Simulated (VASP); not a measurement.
# SnTe2 (P4_2/mnm) in VASP: single point with HSE06

Aim: the single point of SnTe2 with HSE06.

All numbers are computed with VASP 6.6.1; they aren't measurements. Logs are shortened: lines on timing, memory, paths and dates and some standing lists are left out, and cuts for length are marked.

## Step 1: The cell of the first run

It takes space group P4_2/mnm (No. 136, tetragonal). The conventional cell has a = 6.959 Å, b = 6.959 Å, c = 4.418 Å, α = 90.00°, β = 90.00°, γ = 90.00°. Sn (site symmetry mmm) has 6 Te at 2.94 to 2.98 Å within 3.9 Å. Within 3.9 Å of Te (site symmetry m2m) lie 3 Sn at 2.94 to 2.98 Å and 1 Te at 3.89 Å.

## Step 2: Single point, HSE06

Contents of POSCAR:

```
SnTe2
1.0
    6.9585660208      0.0000000000      0.0000000000
    0.0000000000      6.9585660208      0.0000000000
    0.0000000000      0.0000000000      4.4179121918
Sn Te
2 4
Direct
    0.0000000000      0.0000000000      0.0000000000
    0.5000000000      0.5000000000      0.5000000000
    0.3023537548      0.3023537548      0.0000000000
    0.1976462452      0.8023537548      0.5000000000
    0.8023537548      0.1976462452      0.5000000000
    0.6976462452      0.6976462452      0.0000000000
```

Contents of INCAR.step1:

```
SYSTEM = SnTe2
ALGO = Normal
EDIFF = 1E-5
ENCUT = 520
GGA = PE
ISIF = 2
ISMEAR = -1
LASPH = .TRUE.
LCHARG = .FALSE.
LREAL = .FALSE.
LWAVE = .TRUE.
NBANDS = 35
NELM = 60
PREC = Accurate
SIGMA = 0.02
```

Contents of INCAR.step2:

```
SYSTEM = SnTe2
ALGO = Normal
EDIFF = 1E-6
ENCUT = 520
GGA = PE
HFSCREEN = 0.2079
ISIF = 2
ISMEAR = -1
ISTART = 1
LASPH = .TRUE.
LCHARG = .FALSE.
LHFCALC = .TRUE.
LREAL = .FALSE.
LWAVE = .FALSE.
NBANDS = 35
NELM = 60
PREC = Accurate
PRECFOCK = Fast
SIGMA = 0.02
```

Contents of KPOINTS:

```
k-points
0
G
  2 2 4
  0 0 0
```

Potentials or basis: VASP PAW PBE potentials, release 64 (Sn_d, Te).

Launch:

```
> cat potpaw_PBE.64/Sn_d/POTCAR potpaw_PBE.64/Te/POTCAR > POTCAR
> cp INCAR.step1 INCAR
> mpirun -np 1 vasp_std > vasp.out
> cp INCAR.step2 INCAR
> mpirun -np 1 vasp_std > vasp.out
```

OUTCAR:

```text
SYSTEM = SnTe2
   EDIFF = 1E-6
   ENCUT = 520
   GGA = PE
   HFSCREEN = 0.2079
   ISIF = 2
   ISMEAR = -1
   ISTART = 1
   LASPH = .TRUE.
   LHFCALC = .TRUE.
   LREAL = .FALSE.
   NELM = 60
   PREC = Accurate
   PRECFOCK = Fast

 ion  position               nearest neighbor table
   1  0.000  0.000  0.000-   4 2.94   5 2.94   4 2.94   5 2.94   3 2.98   6 2.98
   2  0.500  0.500  0.500-   3 2.94   6 2.94   3 2.94   6 2.94   5 2.98   4 2.98
   3  0.302  0.302  0.000-   2 2.94   2 2.94   1 2.98
   4  0.198  0.802  0.500-   1 2.94   1 2.94   2 2.98
   5  0.802  0.198  0.500-   1 2.94   1 2.94   2 2.98
   6  0.698  0.698  0.000-   2 2.94   2 2.94   1 2.98

  LATTYP: Found a simple tetragonal cell.
 ALAT       =     6.9585660208
 C/A-ratio  =     0.6348883058

  Lattice vectors:

 A1 = (   6.9585660208,   0.0000000000,   0.0000000000)
 A2 = (   0.0000000000,   6.9585660208,   0.0000000000)
 A3 = (   0.0000000000,   0.0000000000,   4.4179121918)

Analysis of symmetry for initial positions (statically):
=====================================================================
 Subroutine PRICEL returns:
 Original cell was already a primitive cell.

 Routine SETGRP: Setting up the symmetry group for a
 simple tetragonal supercell.

 Subroutine GETGRP returns: Found 16 space group operations
 (whereof  8 operations were pure point group operations)
 out of a pool of 16 trial point group operations.

The static configuration has the point symmetry D_2h.
 The point group associated with its full space group is D_4h.

Analysis of symmetry for dynamics (positions and initial velocities):
=====================================================================
 Subroutine PRICEL returns:
 Original cell was already a primitive cell.

 Routine SETGRP: Setting up the symmetry group for a
 simple tetragonal supercell.

 Subroutine GETGRP returns: Found 16 space group operations
 (whereof  8 operations were pure point group operations)
 out of a pool of 16 trial point group operations.

The dynamic configuration has the point symmetry D_2h.
 The point group associated with its full space group is D_4h.

 Subroutine INISYM returns: Found 16 space group operations
 (whereof  8 operations are pure point group operations),
 and found     1 'primitive' translations

----------------------------------------------------------------------------------------

                                     Primitive cell

  volume of cell :     213.9226

  direct lattice vectors                    reciprocal lattice vectors
     6.958566021  0.000000000  0.000000000     0.143707769  0.000000000  0.000000000
     0.000000000  6.958566021  0.000000000     0.000000000  0.143707769  0.000000000
     0.000000000  0.000000000  4.417912192     0.000000000  0.000000000  0.226351262

  length of vectors
     6.958566021  6.958566021  4.417912192     0.143707769  0.143707769  0.226351262

  position of ions in fractional coordinates (direct lattice)
     0.000000000  0.000000000  0.000000000
     0.500000000  0.500000000  0.500000000
     0.302353755  0.302353755  0.000000000
     0.197646245  0.802353755  0.500000000
     0.802353755  0.197646245  0.500000000
     0.697646245  0.697646245  0.000000000

  ion indices of the primitive-cell ions
   primitive index   ion index
                 1           1
                 2           2
                 3           3
                 4           4
                 5           5
                 6           6

----------------------------------------------------------------------------------------

 KPOINTS: k-points

Automatic generation of k-mesh.
 Grid dimensions read from file:
 generate k-points for:    2    2    4

 Generating k-lattice:

  Cartesian coordinates                     Fractional coordinates (reciprocal lattice)
     0.071853885  0.000000000  0.000000000     0.500000000  0.000000000  0.000000000
     0.000000000  0.071853885  0.000000000     0.000000000  0.500000000  0.000000000
     0.000000000  0.000000000  0.056587815     0.000000000  0.000000000  0.250000000

  Length of vectors
     0.071853885  0.071853885  0.056587815

  Shift w.r.t. Gamma in fractional coordinates (k-lattice)
     0.000000000  0.000000000  0.000000000

 Subroutine IBZKPT returns following result:
 ===========================================

 Found      9 irreducible k-points:

 Following reciprocal coordinates:
            Coordinates               Weight
  0.000000  0.000000  0.000000      1.000000
  0.500000  0.000000  0.000000      2.000000
  0.500000  0.500000  0.000000      1.000000
  0.000000  0.000000  0.250000      2.000000
  0.500000  0.000000  0.250000      4.000000
  0.500000  0.500000  0.250000      2.000000
  0.000000  0.000000  0.500000      1.000000
  0.500000  0.000000  0.500000      2.000000
  0.500000  0.500000  0.500000      1.000000
   k-points           NKPTS =      9   k-points in BZ     NKDIM =     16   number of bands    NBANDS=     35
   number of dos      NEDOS =    301   number of ions     NIONS =      6
   total plane-waves  NPLWV = 104976
   dimension x,y,z NGX =    54 NGY =   54 NGZ =   36
   dimension x,y,z NGXF=   108 NGYF=  108 NGZF=   72
   ions per type =               2   4
   NGX,Y,Z   is equivalent  to a cutoff of  12.90, 12.90, 13.55 a.u.
   NGXF,Y,Z  is equivalent  to a cutoff of  25.80, 25.80, 27.09 a.u.
 SYSTEM =  SnTe2
   PREC   = accura    normal or accurate (medium, high low for compatibility)
   ISTART =      1    job   : 0-new  1-cont  2-samecut
   ICHARG =      0    charge: 1-file 2-atom 10-const
   ISPIN  =      1    spin polarized calculation?
   LNONCOLLINEAR =      F non collinear calculations
   LSORBIT =      F    spin-orbit coupling
   LASPH  =      T    aspherical Exc in radial PAW
   ENCUT  =  520.0 eV  38.22 Ry    6.18 a.u.  12.94 12.94  8.21*2*pi/ulx,y,z
   NELM   =     60;   NELMIN=  2; NELMDL=  0     # of ELM steps
   EDIFF  = 0.1E-05   stopping-criterion for ELM
   LREAL  =      F    real-space projection
   EDIFFG = 0.1E-04   stopping-criterion for IOM
   NSW    =      0    number of steps for IOM
   IBRION =     -1    ionic relax: 0-MD 1-quasi-New 2-CG
   NFREE  =      0    steps in history (QN), initial steepest desc. (CG)
   ISIF   =      2    stress and relaxation
   ISYM   =      3    0-nonsym 1-usesym 2-fastsym
   POTIM  = 0.5000    time-step for ionic-motion
   TEBEG  =    0.0;   TEEND  =   0.0 temperature during run
   PSTRESS=    0.0 pullay stress
   NELECT =      52.0000    total number of electrons
   NUPDOWN=      -1.0000    fix difference up-down
   EMIN   =  10.00;   EMAX   =-10.00  energy-range for DOS
   EFERMI =   0.00;   METHOD = LEGACY
   ISMEAR =    -1;   SIGMA  =   0.02  broadening in eV -4-tet -1-fermi 0-gaus
   EFERMI_NEDOS =   21; number of points for ismear=-14 and -15
   IALGO  =     38    algorithm
   IMIX   =      1    mixing-type and parameters
     AMIX     =   0.40;   BMIX     =  1.00
     AMIX_MAG =   1.60;   BMIX_MAG =  1.00
  volume/ion in A,a.u.               =      35.65       240.60
  Fermi-wavevector in a.u.,A,eV,Ry     =   1.021701  1.930735 14.202749  1.043873
  Thomas-Fermi vector in A             =   2.155340
   LORBIT       =      0    0 simple, 1 ext, 2 COOP (PROOUT), +10 PAW based schemes
   GGA     = PE    functional components
   LHFCALC =     T    Hartree Fock is set to
   PRECFOCK=fast      Normal, Fast or Accurate (Low or Medium for compatibility)
   ENCUT4O =  -1.0   cutoff for four orbital integrals eV
   NKREDX  =     1    reduce k-point grid by
   NKREDY  =     1    reduce k-point grid by
   NKREDZ  =     1    reduce k-point grid by
   AEXX    =    0.2500 exact exchange contribution
   HFSCREEN=    0.2079 screening length (either q_TF or 0.3 A-1)
   HFSCREENC=   0.2079 screening length for correlation (either q_TF or 0.3 A-1)
   ENCUTFOCK=  -1.0 apply spherical cutoff to Coloumb kernel
   IVDW    =     0    specifies the selected vdW correction
   LEPSILON=     F    determine dielectric tensor
   LRPA    =     F    only Hartree local field effects (RPA)
 non-spin polarized calculation
  energy-cutoff  :      520.00
  volume of cell :      213.92
 maximum number of plane-waves:      5788
 NGX is ok and might be reduce to    54
  NGX = 28; NGY = 28; NGZ = 18

 number of electron      51.9999978 magnetization

 Free energy of the ion-electron system (eV)
  ---------------------------------------------------
  ext. energy  EPLUGINS =         0.00000000
  ---------------------------------------------------
  free energy    TOTEN  =       -24.23109896 eV

  energy without entropy =      -24.23107227  energy(sigma->0) =      -24.23108561

 E-fermi :   4.4774     XC(G=0):  -7.3217

 val. band max:        4.3122801566   @ k =   0.0000   0.0000   0.2500
 cond. band min:       4.6553938037   @ k =   0.0000   0.0000   0.2500
 fundamental gap:      0.3431136470
 Fermi energy:         4.4774269215

 k-point     1 :       0.0000    0.0000    0.0000
  band No.  band energies     occupation
      1     -19.7803      2.00000
      2     -19.7737      2.00000
      3     -19.7248      2.00000
      4     -19.7248      2.00000
      5     -19.7123      2.00000
      6     -19.7109      2.00000
[... 27 lines left out ...]
     34       9.9073      0.00000
     35      10.0072      0.00000

 k-point     2 :       0.5000    0.0000    0.0000
  band No.  band energies     occupation
      1     -19.7771      2.00000
      2     -19.7771      2.00000
      3     -19.7247      2.00000
      4     -19.7247      2.00000
      5     -19.7116      2.00000
      6     -19.7116      2.00000
[... 27 lines left out ...]
     34       8.3899      0.00000
     35      11.1651      0.00000
[... 226 lines left out ...]
     34       9.8842      0.00000
     35      12.0146      0.00000

 k-point     9 :       0.5000    0.5000    0.5000
  band No.  band energies     occupation
      1     -19.7700      2.00000
      2     -19.7700      2.00000
      3     -19.7375      2.00000
      4     -19.7375      2.00000
      5     -19.7130      2.00000
      6     -19.7130      2.00000
[... 27 lines left out ...]
     34      10.4615      0.00000
     35      10.6029      0.00000

------------------------ aborting loop because EDIFF is reached ----------------------------------------

  FORCE on cell =-STRESS in cart. coord.  units (eV):
  Direction    XX          YY          ZZ          XY          YZ          ZX
  --------------------------------------------------------------------------------------
  -------------------------------------------------------------------------------------
  Total       -0.9670110     -0.9670110     -2.5833014      0.0000000      0.0000000      0.0000000
  in kB       -7.2424483     -7.2424483    -19.3476879      0.0000000      0.0000000      0.0000000
  external PRESSURE =     -11.2775281 kB  Pullay stress =       0.0000000 kB

 VOLUME and BASIS-vectors are now :
 -----------------------------------------------------------------------------
  energy-cutoff  :      520.00
  volume of cell :      213.92
      direct lattice vectors                 reciprocal lattice vectors
     6.958566021  0.000000000  0.000000000     0.143707769  0.000000000  0.000000000
     0.000000000  6.958566021  0.000000000     0.000000000  0.143707769  0.000000000
     0.000000000  0.000000000  4.417912192     0.000000000  0.000000000  0.226351262

 POSITION                                       TOTAL-FORCE (eV/Angst)
 -----------------------------------------------------------------------------------
      0.00000      0.00000      0.00000        -0.000000      0.000000      0.000000
      3.47928      3.47928      2.20896        -0.000000      0.000000      0.000000
      2.10395      2.10395      0.00000         0.217041      0.217041      0.000000
      1.37533      5.58323      2.20896        -0.217041      0.217041     -0.000000
      5.58323      1.37533      2.20896         0.217041     -0.217041      0.000000
      4.85462      4.85462      0.00000        -0.217041     -0.217041     -0.000000
 -----------------------------------------------------------------------------------
    total drift:                               -0.000001      0.000000      0.000002

  FREE ENERGIE OF THE ION-ELECTRON SYSTEM (eV)
  ---------------------------------------------------
  free  energy   TOTEN  =       -24.2310989565 eV

  energy  without entropy=      -24.2310722661  energy(sigma->0) =      -24.23108561
```

It took 28 min on 1 thread of Intel Xeon Platinum 8175M at 2.50GHz (Skylake/Cascade Lake), shared host; peak memory 0.47 GiB.

Results:

| Item | Value |
| --- | --- |
| Free energy | -24.2311 eV |
| Pressure | -1.1 GPa |
| Largest force | 0.307 eV/Å |
| Band gap on the k mesh | 0.34 eV, direct |

Forces on the atoms (eV/Å):
```
Sn   0.000  0.000  0.000
Sn   0.000  0.000  0.000
Te   0.217  0.217  0.000
Te  -0.217  0.217  0.000
Te   0.217 -0.217  0.000
Te  -0.217 -0.217  0.000
```

Caveat: the k points lie up to 0.45 Å⁻¹ apart; the PAW data sets were made with another functional, which shifts forces and pressure a little; spin-orbit coupling is left out, which moves the levels of the heavy elements.
